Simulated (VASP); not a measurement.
CoTePb2O6, 10 atoms in the cell. The structure is tetragonal, space group I4/mmm (No. 139). The conventional cell has a = 5.631 Å, b = 5.631 Å, c = 7.961 Å, α = 90.00°, β = 90.00°, γ = 90.00°. Pb (site symmetry -4m2) has 12 O at 2.82 Å and 4 Co at 3.45 Å and 4 Te at 3.45 Å within 3.7 Å. Co (site symmetry 4/mmm) has 6 O at 2.07 to 2.08 Å within 2.7 Å. Te (site symmetry 4/mmm) has 6 O at 1.90 to 1.91 Å within 2.5 Å. Within 2.5 Å of O (site symmetry m2m) lie 1 Te at 1.90 Å and 1 Co at 2.08 Å. Within 2.5 Å of O (site symmetry 4mm) lie 1 Te at 1.91 Å and 1 Co at 2.07 Å. 

| Quantity | Value |
| --- | --- |
| Program | VASP 6.6.1 |
| Task | single point |
| Functional | PBEsol |
| Potentials or basis | VASP PAW PBE potentials, release 64 (Pb_d, Co, Te, O) |
| Cutoff | 520 eV |
| k mesh | 6 × 6 × 6 |
| Occupations | fermi-dirac, width 0.1 eV |
| Spin | no spin polarisation |
| Dipole correction | no |
| Charge | 1 |
| Further INCAR settings | ALGO = Normal; EDIFF = 1e-06; NBANDS = 50; NELECT = 78.0 |

Potentials or basis: VASP PAW PBE potentials, release 64 (Pb_d, Co, Te, O).

Run with:

```bash
$ cat potpaw_PBE.64/Pb_d/POTCAR potpaw_PBE.64/Co/POTCAR potpaw_PBE.64/Te/POTCAR potpaw_PBE.64/O/POTCAR > POTCAR
$ mpirun -np 1 vasp_std > vasp.out
```

Hardware: 1 thread of AMD EPYC 7R13 Processor (Zen 3), on a shared host.

Task: How long does it take, and how much memory?

Result: It took 3.4 min on 1 thread of AMD EPYC 7R13 Processor (Zen 3) (shared host), peak memory 0.34 GiB. Counts: scf iterations 17, k points 30.
